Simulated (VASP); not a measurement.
# Si2Sb2Se (P6/mmm) in VASP: a series of runs

Si2Sb2Se is run at these levels: PBE; tasks: single point, relaxation of cell and atoms.

All numbers are computed with VASP 6.6.1; they aren't measurements. Logs are shortened: lines on timing, memory, paths and dates and some standing lists are left out, and cuts for length are marked.

## 1. The cell of the first run

The structure is hexagonal, space group P6/mmm (No. 191). Conventional cell: a = 5.150 Å, b = 5.150 Å, c = 5.564 Å, α = 90.00°, β = 90.00°, γ = 120.00°. Si (site symmetry -6m2) has 2 Sb at 2.78 Å and 3 Si at 2.97 Å within 3.7 Å. Within 3.7 Å of Sb (site symmetry -6m2) lie 2 Si at 2.78 Å and 3 Sb at 2.97 Å and 3 Se at 2.97 Å. Within 3.9 Å of Se (site symmetry 6/mmm) lie 6 Sb at 2.97 Å.

The cell was generated, and may not be a known phase.

## 2. Single point, PBE

INCAR reads:

```
SYSTEM = Si2Sb2Se
PREC = Accurate
ENCUT = 520
EDIFF = 1E-7
ISMEAR = 0
SIGMA = 0.1
LREAL = .FALSE.
LASPH = .TRUE.
NELM = 80
ALGO = Normal
ISIF = 2
LWAVE = .FALSE.
LCHARG = .TRUE.
GGA = PE
LELF = .TRUE.
LVHAR = .TRUE.
NBANDS = 20
```

KPOINTS reads:

```
Automatic mesh
0
G
  12 12 8
  0 0 0
```

POSCAR reads:

```
Si2Sb2Se
1.0
    5.1498552264      0.0000000000      0.0000000000
   -2.5749276132      4.4599054519      0.0000000000
    0.0000000000      0.0000000000      5.5636628851
Si Sb Se
2 2 1
Direct
    0.3333333333      0.6666666667      0.5000000000
    0.6666666667      0.3333333333      0.5000000000
    0.3333333333      0.6666666667      0.0000000000
    0.6666666667      0.3333333333      0.0000000000
    0.0000000000      0.0000000000      0.0000000000
```

Potentials or basis: VASP PAW PBE potentials, release 64 (Si, Sb, Se).

Started as:

```
$ cat potpaw_PBE.64/Si/POTCAR potpaw_PBE.64/Sb/POTCAR potpaw_PBE.64/Se/POTCAR > POTCAR
$ mpirun -np 1 vasp_std > vasp.out
```

OUTCAR:

```text
SYSTEM = Si2Sb2Se
   PREC = Accurate
   ENCUT = 520
   EDIFF = 1E-7
   ISMEAR = 0
   LREAL = .FALSE.
   LASPH = .TRUE.
   NELM = 80
   ISIF = 2
   GGA = PE

 ion  position               nearest neighbor table
   1  0.333  0.667  0.500-   3 2.78   3 2.78   2 2.97   2 2.97   2 2.97
   2  0.667  0.333  0.500-   4 2.78   4 2.78   1 2.97   1 2.97   1 2.97
   3  0.333  0.667  0.000-   1 2.78   1 2.78   4 2.97   5 2.97   4 2.97   5 2.97   5 2.97   4 2.97

   4  0.667  0.333  0.000-   2 2.78   2 2.78   3 2.97   5 2.97   3 2.97   5 2.97   5 2.97   3 2.97

   5  0.000  0.000  0.000-   3 2.97   4 2.97   4 2.97   3 2.97   4 2.97   3 2.97

  LATTYP: Found a hexagonal cell.
 ALAT       =     5.1498552264
 C/A-ratio  =     1.0803532605

  Lattice vectors:

 A1 = (   5.1498552264,   0.0000000000,   0.0000000000)
 A2 = (  -2.5749276132,   4.4599054519,   0.0000000000)
 A3 = (   0.0000000000,   0.0000000000,   5.5636628851)

Analysis of symmetry for initial positions (statically):
=====================================================================
 Subroutine PRICEL returns:
 Original cell was already a primitive cell.

 Routine SETGRP: Setting up the symmetry group for a
 hexagonal supercell.

 Subroutine GETGRP returns: Found 24 space group operations
 (whereof 24 operations were pure point group operations)
 out of a pool of 24 trial point group operations.

The static configuration has the point symmetry D_6h.

Analysis of symmetry for dynamics (positions and initial velocities):
=====================================================================
 Subroutine PRICEL returns:
 Original cell was already a primitive cell.

 Routine SETGRP: Setting up the symmetry group for a
 hexagonal supercell.

 Subroutine GETGRP returns: Found 24 space group operations
 (whereof 24 operations were pure point group operations)
 out of a pool of 24 trial point group operations.

The dynamic configuration has the point symmetry D_6h.

 Subroutine INISYM returns: Found 24 space group operations
 (whereof 24 operations are pure point group operations),
 and found     1 'primitive' translations

----------------------------------------------------------------------------------------

                                     Primitive cell

  volume of cell :     127.7855

  direct lattice vectors                    reciprocal lattice vectors
     5.149855226  0.000000000  0.000000000     0.194180216  0.112110000  0.000000000
    -2.574927613  4.459905452  0.000000000     0.000000000  0.224220000  0.000000000
     0.000000000  0.000000000  5.563662885     0.000000000  0.000000000  0.179737705

  length of vectors
     5.149855226  5.149855226  5.563662885     0.224220000  0.224220000  0.179737705

  position of ions in fractional coordinates (direct lattice)
     0.333333333  0.666666667  0.500000000
     0.666666667  0.333333333  0.500000000
     0.333333333  0.666666667  0.000000000
     0.666666667  0.333333333  0.000000000
     0.000000000  0.000000000  0.000000000

  ion indices of the primitive-cell ions
   primitive index   ion index
                 1           1
                 2           2
                 3           3
                 4           4
                 5           5

----------------------------------------------------------------------------------------

 KPOINTS: Automatic mesh

Automatic generation of k-mesh.
 Grid dimensions read from file:
 generate k-points for:   12   12    8

 Generating k-lattice:

  Cartesian coordinates                     Fractional coordinates (reciprocal lattice)
     0.016181685  0.009342500  0.000000000     0.083333333 -0.000000000  0.000000000
     0.000000000  0.018685000  0.000000000     0.000000000  0.083333333  0.000000000
     0.000000000  0.000000000  0.022467213     0.000000000  0.000000000  0.125000000

  Length of vectors
     0.018685000  0.018685000  0.022467213

  Shift w.r.t. Gamma in fractional coordinates (k-lattice)
     0.000000000  0.000000000  0.000000000

 Subroutine IBZKPT returns following result:
 ===========================================

 Found     95 irreducible k-points:

 Following reciprocal coordinates:
            Coordinates               Weight
  0.000000  0.000000  0.000000      1.000000
  0.083333  0.000000  0.000000      6.000000
  0.166667  0.000000  0.000000      6.000000
  0.250000  0.000000  0.000000      6.000000
  0.333333  0.000000  0.000000      6.000000
  0.416667  0.000000  0.000000      6.000000
[... 16 lines left out ...]
  0.250000  0.000000  0.125000     12.000000
  0.333333  0.000000  0.125000     12.000000
 [... further k-points ...]
   k-points           NKPTS =     95   k-points in BZ     NKDIM =     95   number of bands    NBANDS=     20
   number of dos      NEDOS =    301   number of ions     NIONS =      5
   total plane-waves  NPLWV =  67200
   dimension x,y,z NGX =    40 NGY =   40 NGZ =   42
   dimension x,y,z NGXF=    80 NGYF=   80 NGZF=   84
   ions per type =               2   2   1
   NGX,Y,Z   is equivalent  to a cutoff of  12.91, 12.91, 12.55 a.u.
   NGXF,Y,Z  is equivalent  to a cutoff of  25.83, 25.83, 25.10 a.u.
 SYSTEM =  Si2Sb2Se
   PREC   = accura    normal or accurate (medium, high low for compatibility)
   ISTART =      0    job   : 0-new  1-cont  2-samecut
   ICHARG =      2    charge: 1-file 2-atom 10-const
   ISPIN  =      1    spin polarized calculation?
   LNONCOLLINEAR =      F non collinear calculations
   LSORBIT =      F    spin-orbit coupling
   LASPH  =      T    aspherical Exc in radial PAW
   ENCUT  =  520.0 eV  38.22 Ry    6.18 a.u.   9.58  9.58 10.34*2*pi/ulx,y,z
   NELM   =     80;   NELMIN=  2; NELMDL= -5     # of ELM steps
   EDIFF  = 0.1E-06   stopping-criterion for ELM
   LREAL  =      F    real-space projection
   EDIFFG = 0.1E-05   stopping-criterion for IOM
   NSW    =      0    number of steps for IOM
   IBRION =     -1    ionic relax: 0-MD 1-quasi-New 2-CG
   NFREE  =      0    steps in history (QN), initial steepest desc. (CG)
   ISIF   =      2    stress and relaxation
   ISYM   =      2    0-nonsym 1-usesym 2-fastsym
   POTIM  = 0.5000    time-step for ionic-motion
   TEBEG  =    0.0;   TEEND  =   0.0 temperature during run
   PSTRESS=    0.0 pullay stress
   NELECT =      24.0000    total number of electrons
   NUPDOWN=      -1.0000    fix difference up-down
   EMIN   =  10.00;   EMAX   =-10.00  energy-range for DOS
   EFERMI =   0.00;   METHOD = LEGACY
   ISMEAR =     0;   SIGMA  =   0.10  broadening in eV -4-tet -1-fermi 0-gaus
   EFERMI_NEDOS =   21; number of points for ismear=-14 and -15
   IALGO  =     38    algorithm
   IMIX   =      4    mixing-type and parameters
     AMIX     =   0.40;   BMIX     =  1.00
     AMIX_MAG =   1.60;   BMIX_MAG =  1.00
  volume/ion in A,a.u.               =      25.56       172.47
  Fermi-wavevector in a.u.,A,eV,Ry     =   0.937529  1.771673 11.958988  0.878961
  Thomas-Fermi vector in A             =   2.064649
   LORBIT       =      0    0 simple, 1 ext, 2 COOP (PROOUT), +10 PAW based schemes
   GGA     = PE    functional components
   LHFCALC =     F    Hartree Fock is set to
   AEXX    =    0.0000 exact exchange contribution
   IVDW    =     0    specifies the selected vdW correction
   LEPSILON=     F    determine dielectric tensor
   LRPA    =     F    only Hartree local field effects (RPA)
 non-spin polarized calculation
 Gauss-broadening in eV      SIGMA  =   0.10
  energy-cutoff  :      520.00
  volume of cell :      127.79
 maximum number of plane-waves:      3476
 NGX is ok and might be reduce to    40
   NGX = 19   NGY = 19   NGZ = 21

 number of electron      23.9999999 magnetization

 Free energy of the ion-electron system (eV)
  ---------------------------------------------------
  ext. energy  EPLUGINS =         0.00000000
  ---------------------------------------------------
  free energy    TOTEN  =       -19.83644955 eV

  energy without entropy =      -19.82586739  energy(sigma->0) =      -19.83115847

 E-fermi :   5.6156     XC(G=0):  -9.4313

 val. band max:        5.6039701742   @ k =   0.3333   0.0000   0.1250
 cond. band min:       5.6313244350   @ k =   0.0833   0.0000   0.0000
 fundamental gap:      0.0273542609
 Fermi energy:         5.6156336855

 k-point     1 :       0.0000    0.0000    0.0000
  band No.  band energies     occupation
      1      -8.3993      2.00000
      2      -4.3900      2.00000
      3      -1.8116      2.00000
      4      -1.2543      2.00000
      5       0.2353      2.00000
      6       1.4978      2.00000
[... 12 lines left out ...]
     19      11.6115      0.00000
     20      11.6122      0.00000

 k-point     2 :       0.0833    0.0000    0.0000
  band No.  band energies     occupation
      1      -8.3574      2.00000
      2      -4.4461      2.00000
      3      -1.9947      2.00000
      4      -1.2496      2.00000
      5       0.2794      2.00000
      6       1.0372      2.00000
[... 12 lines left out ...]
     19      11.8654      0.00000
     20      11.8918      0.00000

 k-point     3 :       0.1667    0.0000    0.0000
  band No.  band energies     occupation
      1      -8.2343      2.00000
      2      -4.6105      2.00000
      3      -2.4481      2.00000
      4      -1.2129      2.00000
      5       0.4100      2.00000
      6       0.5594      2.00000
[... 12 lines left out ...]
     19      10.9081      0.00000
     20      11.8012      0.00000

 k-point     4 :       0.2500    0.0000    0.0000
  band No.  band energies     occupation
      1      -8.0393      2.00000
      2      -4.8744      2.00000
      3      -2.9574      2.00000
      4      -1.1091      2.00000
      5       0.1791      2.00000
      6       0.6221      2.00000
[... 429 lines left out ...]
 k-point    23 :       0.2500    0.0000    0.1250
  band No.  band energies     occupation
      1      -8.0289      2.00000
      2      -4.8391      2.00000
      3      -2.9095      2.00000
      4      -1.5605      2.00000
      5       0.1997      2.00000
      6       1.1163      2.00000
[... 12 lines left out ...]
     19      10.7884      0.00000
     20      11.0574      0.00000

 k-point    24 :       0.3333    0.0000    0.1250
  band No.  band energies     occupation
      1      -7.7872      2.00000
      2      -5.1755      2.00000
      3      -3.3104      2.00000
      4      -1.3742      2.00000
      5      -0.0756      2.00000
      6       0.7462      2.00000
[... 12 lines left out ...]
     19      10.5681      0.00000
     20      11.1600      0.00000

 [... further k-points ...]

------------------------ aborting loop because EDIFF is reached ----------------------------------------

  FORCE on cell =-STRESS in cart. coord.  units (eV):
  Direction    XX          YY          ZZ          XY          YZ          ZX
  --------------------------------------------------------------------------------------
  -------------------------------------------------------------------------------------
  Total       -0.0355734     -0.0355734      0.0769040     -0.0000000      0.0000000      0.0000000
  in kB       -0.4460207     -0.4460207      0.9642237     -0.0000000      0.0000000      0.0000000
  external PRESSURE =       0.0240608 kB  Pullay stress =       0.0000000 kB

 VOLUME and BASIS-vectors are now :
 -----------------------------------------------------------------------------
  energy-cutoff  :      520.00
  volume of cell :      127.79
      direct lattice vectors                 reciprocal lattice vectors
     5.149855226  0.000000000  0.000000000     0.194180216  0.112110000  0.000000000
    -2.574927613  4.459905452  0.000000000     0.000000000  0.224220000  0.000000000
     0.000000000  0.000000000  5.563662885     0.000000000  0.000000000  0.179737705

 POSITION                                       TOTAL-FORCE (eV/Angst)
 -----------------------------------------------------------------------------------
     -0.00000      2.97327      2.78183        -0.000000      0.000000      0.000000
      2.57493      1.48664      2.78183         0.000000     -0.000000     -0.000000
     -0.00000      2.97327      0.00000         0.000000      0.000000      0.000000
      2.57493      1.48664      0.00000         0.000000      0.000000      0.000000
      0.00000      0.00000      0.00000        -0.000000      0.000000      0.000000
 -----------------------------------------------------------------------------------
    total drift:                                0.000000      0.000000      0.000000

  FREE ENERGIE OF THE ION-ELECTRON SYSTEM (eV)
  ---------------------------------------------------
  free  energy   TOTEN  =       -19.8364495524 eV

  energy  without entropy=      -19.8258673869  energy(sigma->0) =      -19.83115847
```

Run time: 5.4 min. Hardware: 1 thread of AMD EPYC 7R13, shared host; peak memory 0.39 GiB.

What came out:

```yaml
Free_energy: -19.8364 eV
Pressure: 0.0 GPa
Band_gap_on_the_k_mesh: zero (bands 12 and 13 overlap by 1.44 eV)
```

Stress tensor (GPa, compression positive):
```
-0.04  0.00  0.00
 0.00 -0.04  0.00
 0.00  0.00  0.10
```

Caveat: spin-orbit coupling is left out, which moves the levels of the heavy elements.

(Continued in part 2 of 2.)

The gap in the log of VASP goes by the Fermi energy; the results here count the filled bands.